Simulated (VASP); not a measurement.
# BN (F-43m) in VASP: a series of runs

Runs on BN. Level: LDA. Tasks: single point.

Everything below comes from runs of VASP 6.6.1. Logs are shortened: lines on timing, memory, paths and dates and some standing lists are left out, and cuts for length are marked.

### Step 1. The cell of the first run

Symmetry: F-43m, No. 216, cubic system. The conventional cell has a = 3.460 Å, b = 3.460 Å, c = 3.460 Å, α = 90.00°, β = 90.00°, γ = 90.00°. B (site symmetry -43m) has 4 N at 1.50 Å within 2.0 Å. Within 2.0 Å of N (site symmetry -43m) lie 4 B at 1.50 Å.

### Step 2. Single point, LDA

Input file INCAR:

```
  PREC = Accurate
  ENCUT = 600
  EDIFF = 1E-6
  ISMEAR = 0
  SIGMA = 0.01
  LREAL = False
  LASPH = True
  NELM = 120
  ALGO = Normal
  ISIF = 2
  LWAVE = False
  LCHARG = False
  GGA = CA
  NBANDS = 11
  GGA_COMPAT = False
```

Input file KPOINTS:

```
Automatic mesh
0
Gamma
  12 12 12
```

Input file POSCAR:

```
BN
1.0
    2.4350008271      0.0024131062     -0.2341819078
   -1.2083344629      2.1140382119      0.2341928300
   -1.0295321656     -0.8170130429      2.0631600299
B N
1 1
Direct
    1.0740745432      1.0329420169      0.1184025601
    0.5740744568      0.2829419831      0.8684024399
```

Potentials or basis: VASP PAW LDA potentials, release 64 (B, N).

Launch:

```
$ cat potpaw_LDA.64/B/POTCAR potpaw_LDA.64/N/POTCAR > POTCAR
$ mpirun -np 1 vasp_std > vasp.out
```

OUTCAR:

```text
PREC = Accurate
   ENCUT = 600
   EDIFF = 1E-6
   ISMEAR = 0
   LREAL = False
   LASPH = True
   NELM = 120
   ISIF = 2
   GGA = CA

 ion  position               nearest neighbor table
   1  0.074  0.033  0.118-   2 1.50   2 1.50   2 1.50   2 1.50
   2  0.574  0.283  0.868-   1 1.50   1 1.50   1 1.50   1 1.50

  LATTYP: Found a face centered cubic cell.
 ALAT       =     3.4595017031

  Lattice vectors:

 A1 = (  -2.4350008271,  -0.0024131062,   0.2341819078)
 A2 = (  -1.2266663642,  -2.1164513181,  -0.0000109222)
 A3 = (  -1.0295321656,  -0.8170130429,   2.0631600299)

Analysis of symmetry for initial positions (statically):
=====================================================================
 Subroutine PRICEL returns:
 Original cell was already a primitive cell.

 Routine SETGRP: Setting up the symmetry group for a
 face centered cubic supercell.

 Subroutine GETGRP returns: Found 24 space group operations
 (whereof  1 operations were pure point group operations)
 out of a pool of 48 trial point group operations.

The static configuration has the point symmetry C_1 .
 The point group associated with its full space group is T_d .

Analysis of symmetry for dynamics (positions and initial velocities):
=====================================================================
 Subroutine PRICEL returns:
 Original cell was already a primitive cell.

 Routine SETGRP: Setting up the symmetry group for a
 face centered cubic supercell.

 Subroutine GETGRP returns: Found 24 space group operations
 (whereof  1 operations were pure point group operations)
 out of a pool of 48 trial point group operations.

The dynamic configuration has the point symmetry C_1 .
 The point group associated with its full space group is T_d .

 Subroutine INISYM returns: Found 24 space group operations
 (whereof  1 operations are pure point group operations),
 and found     1 'primitive' translations

----------------------------------------------------------------------------------------

                                     Primitive cell

  volume of cell :      10.3510

  direct lattice vectors                    reciprocal lattice vectors
     2.435000827  0.002413106 -0.234181908     0.439856527  0.217552585  0.305642671
    -1.208334463  2.114038212  0.234192830     0.018003261  0.462053580  0.191957353
    -1.029532166 -0.817013043  2.063160030     0.047882958 -0.027754879  0.497596373

  length of vectors
     2.446237114  2.446237114  2.446237131     0.578117924  0.500664812  0.500664820

  position of ions in fractional coordinates (direct lattice)
     0.074074543  0.032942017  0.118402560
     0.574074457  0.282941983  0.868402440

  ion indices of the primitive-cell ions
   primitive index   ion index
                 1           1
                 2           2

----------------------------------------------------------------------------------------

 KPOINTS: Automatic mesh

Automatic generation of k-mesh.
 Grid dimensions read from file:
 generate k-points for:   12   12   12

 Generating k-lattice:

  Cartesian coordinates                     Fractional coordinates (reciprocal lattice)
     0.036654711  0.018129382  0.025470223     0.083333333 -0.000000000  0.000000000
     0.001500272  0.038504465  0.015996446    -0.000000000  0.083333333 -0.000000000
     0.003990247 -0.002312907  0.041466364     0.000000000  0.000000000  0.083333333

  Length of vectors
     0.048176494  0.041722068  0.041722068

  Shift w.r.t. Gamma in fractional coordinates (k-lattice)
     0.000000000  0.000000000  0.000000000

 Subroutine IBZKPT returns following result:
 ===========================================

 Found     72 irreducible k-points:

 Following reciprocal coordinates:
            Coordinates               Weight
  0.000000  0.000000  0.000000      1.000000
  0.083333  0.000000  0.000000      6.000000
  0.166667  0.000000 -0.000000      6.000000
  0.250000 -0.000000 -0.000000      6.000000
  0.333333  0.000000 -0.000000      6.000000
  0.416667  0.000000  0.000000      6.000000
[... 16 lines left out ...]
  0.166667  0.250000  0.000000     24.000000
  0.250000  0.250000  0.000000     24.000000
 [... further k-points ...]
   k-points           NKPTS =     72   k-points in BZ     NKDIM =     72   number of bands    NBANDS=     11
   number of dos      NEDOS =    301   number of ions     NIONS =      2
   total plane-waves  NPLWV =   8000
   dimension x,y,z NGX =    20 NGY =   20 NGZ =   20
   dimension x,y,z NGXF=    40 NGYF=   40 NGZF=   40
   ions per type =               1   1
   NGX,Y,Z   is equivalent  to a cutoff of  13.59, 13.59, 13.59 a.u.
   NGXF,Y,Z  is equivalent  to a cutoff of  27.18, 27.18, 27.18 a.u.
 SYSTEM =  unknown system
   PREC   = accura    normal or accurate (medium, high low for compatibility)
   ISTART =      0    job   : 0-new  1-cont  2-samecut
   ICHARG =      2    charge: 1-file 2-atom 10-const
   ISPIN  =      1    spin polarized calculation?
   LNONCOLLINEAR =      F non collinear calculations
   LSORBIT =      F    spin-orbit coupling
   LASPH  =      T    aspherical Exc in radial PAW
   ENCUT  =  600.0 eV  44.10 Ry    6.64 a.u.   4.89  4.89  4.89*2*pi/ulx,y,z
   NELM   =    120;   NELMIN=  2; NELMDL= -5     # of ELM steps
   EDIFF  = 0.1E-05   stopping-criterion for ELM
   LREAL  =      F    real-space projection
   EDIFFG = 0.1E-04   stopping-criterion for IOM
   NSW    =      0    number of steps for IOM
   IBRION =     -1    ionic relax: 0-MD 1-quasi-New 2-CG
   NFREE  =      0    steps in history (QN), initial steepest desc. (CG)
   ISIF   =      2    stress and relaxation
   ISYM   =      2    0-nonsym 1-usesym 2-fastsym
   POTIM  = 0.5000    time-step for ionic-motion
   TEBEG  =    0.0;   TEEND  =   0.0 temperature during run
   PSTRESS=    0.0 pullay stress
   NELECT =       8.0000    total number of electrons
   NUPDOWN=      -1.0000    fix difference up-down
   EMIN   =  10.00;   EMAX   =-10.00  energy-range for DOS
   EFERMI =   0.00;   METHOD = LEGACY
   ISMEAR =     0;   SIGMA  =   0.01  broadening in eV -4-tet -1-fermi 0-gaus
   EFERMI_NEDOS =   21; number of points for ismear=-14 and -15
   IALGO  =     38    algorithm
   IMIX   =      4    mixing-type and parameters
     AMIX     =   0.40;   BMIX     =  1.00
     AMIX_MAG =   1.60;   BMIX_MAG =  1.00
  volume/ion in A,a.u.               =       5.18        34.93
  Fermi-wavevector in a.u.,A,eV,Ry     =   1.502374  2.839074 30.710069  2.257126
  Thomas-Fermi vector in A             =   2.613623
   LORBIT       =      0    0 simple, 1 ext, 2 COOP (PROOUT), +10 PAW based schemes
   GGA     = CA    functional components
   LHFCALC =     F    Hartree Fock is set to
   AEXX    =    0.0000 exact exchange contribution
   IVDW    =     0    specifies the selected vdW correction
   LEPSILON=     F    determine dielectric tensor
   LRPA    =     F    only Hartree local field effects (RPA)
 non-spin polarized calculation
 Gauss-broadening in eV      SIGMA  =   0.01
  energy-cutoff  :      600.00
  volume of cell :       10.35
 maximum number of plane-waves:       360
   NGX =  9   NGY =  9   NGZ =  9

 number of electron       8.0000000 magnetization

 Free energy of the ion-electron system (eV)
  ---------------------------------------------------
  ext. energy  EPLUGINS =         0.00000000
  ---------------------------------------------------
  free energy    TOTEN  =       -19.24413716 eV

  energy without entropy =      -19.24413716  energy(sigma->0) =      -19.24413716

 E-fermi :   9.2280     XC(G=0): -13.7509

 val. band max:        9.1302133213   @ k =   0.0000   0.0000   0.0000
 cond. band min:      13.6203128129   @ k =   0.5000  -0.0000  -0.0000
 fundamental gap:      4.4900994916
 Fermi energy:         9.2280443328

 k-point     1 :       0.0000    0.0000    0.0000
  band No.  band energies     occupation
      1     -12.5120      2.00000
      2       9.1302      2.00000
      3       9.1302      2.00000
      4       9.1302      2.00000
      5      18.4371      0.00000
      6      18.4371      0.00000
      7      18.4371      0.00000
      8      21.7956      0.00000
      9      36.1892      0.00000
     10      38.5949      0.00000
     11      38.5949      0.00000

 k-point     2 :       0.0833    0.0000    0.0000
  band No.  band energies     occupation
      1     -12.2621      2.00000
      2       8.4831      2.00000
      3       8.4832      2.00000
      4       8.5528      2.00000
      5      18.1318      0.00000
      6      19.2985      0.00000
      7      19.2986      0.00000
      8      22.3435      0.00000
      9      33.0709      0.00000
     10      37.0369      0.00000
     11      38.9407      0.00000

 k-point     3 :       0.1667    0.0000   -0.0000
  band No.  band energies     occupation
      1     -11.5207      2.00000
      2       7.0645      2.00000
      3       7.0911      2.00000
      4       7.0911      2.00000
      5      17.3999      0.00000
      6      21.3175      0.00000
      7      21.3175      0.00000
      8      22.9736      0.00000
      9      29.3099      0.00000
     10      38.0968      0.00000
     11      39.9780      0.00000

 k-point     4 :       0.2500   -0.0000   -0.0000
  band No.  band energies     occupation
      1     -10.3177      2.00000
      2       5.0434      2.00000
      3       5.6517      2.00000
      4       5.6517      2.00000
      5      16.3505      0.00000
      6      21.7381      0.00000
      7      23.7508      0.00000
      8      23.7508      0.00000
      9      28.9829      0.00000
     10      39.0086      0.00000
     11      41.7058      0.00000

 k-point     5 :       0.3333    0.0000   -0.0000
  band No.  band energies     occupation
      1      -8.7311      2.00000
      2       2.7419      2.00000
      3       4.4961      2.00000
      4       4.4961      2.00000
      5      15.0749      0.00000
      6      20.1169      0.00000
      7      26.1641      0.00000
      8      26.1641      0.00000
      9      30.3664      0.00000
     10      39.2600      0.00000
     11      44.1223      0.00000
[... 211 lines left out ...]
 k-point    21 :      -0.0000    0.2500    0.0000
  band No.  band energies     occupation
      1     -10.8595      2.00000
      2       3.1269      2.00000
      3       7.8321      2.00000
      4       7.8321      2.00000
      5      20.1425      0.00000
      6      20.1425      0.00000
      7      20.1446      0.00000
      8      24.4297      0.00000
      9      33.8982      0.00000
     10      33.8982      0.00000
     11      33.9518      0.00000

 k-point    22 :       0.0833    0.2500   -0.0000
  band No.  band energies     occupation
      1      -9.9269      2.00000
      2       1.4221      2.00000
      3       6.7754      2.00000
      4       7.3431      2.00000
      5      19.3396      0.00000
      6      21.2852      0.00000
      7      21.3646      0.00000
      8      24.6173      0.00000
      9      31.4923      0.00000
     10      35.8414      0.00000
     11      36.6483      0.00000

 k-point    23 :       0.1667    0.2500    0.0000
  band No.  band energies     occupation
      1      -8.6182      2.00000
      2       0.1159      2.00000
      3       5.6801      2.00000
      4       5.7309      2.00000
      5      18.1585      0.00000
      6      22.9155      0.00000
      7      23.0012      0.00000
      8      24.3502      0.00000
      9      30.9577      0.00000
     10      37.7525      0.00000
     11      39.4401      0.00000

 k-point    24 :       0.2500    0.2500    0.0000
  band No.  band energies     occupation
      1      -7.1400      2.00000
      2      -0.5807      2.00000
      3       3.4103      2.00000
      4       4.9339      2.00000
      5      17.0383      0.00000
      6      23.2437      0.00000
      7      24.8176      0.00000
      8      25.6426      0.00000
      9      30.6786      0.00000
     10      38.0916      0.00000
     11      39.6543      0.00000

 [... further k-points ...]

------------------------ aborting loop because EDIFF is reached ----------------------------------------

  FORCE on cell =-STRESS in cart. coord.  units (eV):
  Direction    XX          YY          ZZ          XY          YZ          ZX
  --------------------------------------------------------------------------------------
  -------------------------------------------------------------------------------------
  Total        3.3058783      3.3058785      3.3058783      0.0000002     -0.0000001      0.0000001
  in kB      511.7016047    511.7016331    511.7016049      0.0000248     -0.0000090      0.0000155
  external PRESSURE =     511.7016142 kB  Pullay stress =       0.0000000 kB

 VOLUME and BASIS-vectors are now :
 -----------------------------------------------------------------------------
  energy-cutoff  :      600.00
  volume of cell :       10.35
      direct lattice vectors                 reciprocal lattice vectors
     2.435000827  0.002413106 -0.234181908     0.439856527  0.217552585  0.305642671
    -1.208334463  2.114038212  0.234192830     0.018003261  0.462053580  0.191957353
    -1.029532166 -0.817013043  2.063160030     0.047882958 -0.027754879  0.497596373

 POSITION                                       TOTAL-FORCE (eV/Angst)
 -----------------------------------------------------------------------------------
      0.01867     -0.02692      0.23465        -0.000000      0.000000     -0.000000
      0.16193     -0.10996      1.72348         0.000000     -0.000000      0.000000
 -----------------------------------------------------------------------------------
    total drift:                                0.000029     -0.000012      0.000149

  FREE ENERGIE OF THE ION-ELECTRON SYSTEM (eV)
  ---------------------------------------------------
  free  energy   TOTEN  =       -19.2441371587 eV

  energy  without entropy=      -19.2441371587  energy(sigma->0) =      -19.24413716
```

Wall time 4.6 s (1 thread of AMD EPYC 9R45 (Zen 5), shared host); peak memory 0.09 GiB.

Results:

```
Free energy            : -19.2441 eV
Pressure               : 51.2 GPa
Band gap on the k mesh : 4.49 eV (least direct gap 9.31 eV)
```

Caveat: the cell stands under pressure.

[end of part 1 of 2]
